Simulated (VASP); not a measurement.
Input of a VASP 6.6.1 run:

File INCAR:

```
  ALGO = Normal
  EDIFF = 1E-6
  ENCUT = 520
  GGA = PS
  ISIF = 2
  ISMEAR = 0
  LASPH = True
  LCHARG = False
  LREAL = False
  LWAVE = False
  NBANDS = 26
  NELM = 60
  PREC = Accurate
  SIGMA = 0.1
```

KPOINTS

```
k-points
0
Gamma
  14 14 10
```

The input POSCAR:

```
ZrS
1.0
    2.5830753502      2.5830753502      0.0000000000
   -2.5830753502      2.5830753502      0.0000000000
    0.0000000000      0.0000000000      5.1661507005
Zr S
2 2
Direct
    0.0000000000      0.0000000000      0.0000000000
    0.5000000000      0.5000000000      0.5000000000
    0.5000000000      0.5000000000      0.0000000000
    0.0000000000      0.0000000000      0.5000000000
```

Potentials or basis: VASP PAW PBE potentials, release 64 (Zr_sv, S).

Launch:

```sh
$ cat potpaw_PBE.64/Zr_sv/POTCAR potpaw_PBE.64/S/POTCAR > POTCAR
$ mpirun -np 1 vasp_std > vasp.out
```

Q: What does it give for the band gap on the k mesh?

A: Zero (bands 18 and 19 overlap by 3.05 eV).

Q: Estimate the pressure.

A: 0.2 GPa.

Caveat: the PAW data sets were made with another functional, which shifts forces and pressure a little.
